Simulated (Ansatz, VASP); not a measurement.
NiO: VASP beside Ansatz

The input INCAR:

```
SYSTEM = NiO
ALGO     = Normal         ! electronic algorithm
EDIFF    = 1E-6           ! SCF threshold, eV
ENCUT    = 520            ! plane-wave cutoff, eV
ISIF     = 2              ! what is computed and relaxed
ISMEAR   = -1             ! smearing method
ISPIN    = 2              ! spin polarisation
LASPH    = .TRUE.         ! aspherical terms in the spheres
LCHARG   = .FALSE.        ! write CHGCAR
LMAXMIX  = 4              ! l up to which the mixer works
LORBIT   = 11             ! projections on sites
LREAL    = .FALSE.        ! projectors in reciprocal space
LWAVE    = .FALSE.        ! write WAVECAR
MAGMOM   = 1 0            ! initial moments
NBANDS   = 19             ! bands
NELM     = 150            ! most SCF steps
PREC     = Accurate       ! precision mode
SIGMA    = 0.05           ! smearing width, eV
```

Contents of KPOINTS:

```
k-points
0
G
  11 11 11
  0 0 0
```

The input POSCAR:

```
NiO
1.0
    0.0000000000      2.0859016414      2.0859016414
    2.0859016414      0.0000000000      2.0859016414
    2.0859016414      2.0859016414      0.0000000000
Ni O
1 1
Direct
    0.0000000000      0.0000000000      0.0000000000
    0.5000000000      0.5000000000      0.5000000000
```

Contents of input.yaml:

```yaml
crystal:
  lattice:
    - [0.0, 2.0859016414, 2.0859016414]
    - [2.0859016414, 0.0, 2.0859016414]
    - [2.0859016414, 2.0859016414, 0.0]
  atoms:
    - { symbol: Ni, position: [0.0, 0.0, 0.0], spin: 1.0 }
    - { symbol: O, position: [0.5, 0.5, 0.5] }
kpoints:
  mp_grid: { grid: [11, 11, 11] }
  band_path:
    path:
      - [0.0, 0.0, 0.0]
      - [0.5, 0.0, 0.5]
      - [0.5, 0.25, 0.75]
      - [0.375, 0.375, 0.75]
      - [0.0, 0.0, 0.0]
      - [0.5, 0.5, 0.5]
      - [0.625, 0.25, 0.625]
      - [0.5, 0.25, 0.75]
    npoints: 8
scf:
  occupations: { method: fermi_dirac, width: 0.05 }
hamiltonian:
  xc: lda
  pseudopotentials: { kind: all_electron, lapw: { basis_error: 0.001 } }
magnetization:
  spin_polarized: true
output:
  forces: true
  stress: true
  eigenvalues: true
```

Alike in both runs: functional LDA; k mesh 11 × 11 × 11; occupations fermi-dirac, width 0.05 eV; collinear spin.

|  | VASP | Ansatz |
| --- | --- | --- |
| version | VASP 6.6.1 | Ansatz 0.2.0 |
| potentials or method | VASP PAW LDA potentials, release 64 (Ni, O), cutoff 520 eV | all-electron LAPW, scalar-relativistic |
| task | single point | band structure |

```tsv
	VASP	Ansatz	Ansatz less VASP
gap on the k mesh at the Fermi level (eV)	none	none	-
pressure (GPa)	-19.6	-19.8	-0.16
net moment per atom (μB)	0.12	0.15	+0.032
size of the moment on the site where the two differ most (μB)	0.20	0.26	+0.057
```

LDA's correlation is that of Perdew and Zunger in VASP and of Perdew and Wang (1992) in Ansatz. Site moments also hang on the region over which each program counts them. A gap of «none» marks a metal or a gap that the smearing closes. Ansatz ran all-electron here, and VASP with PAW potentials.
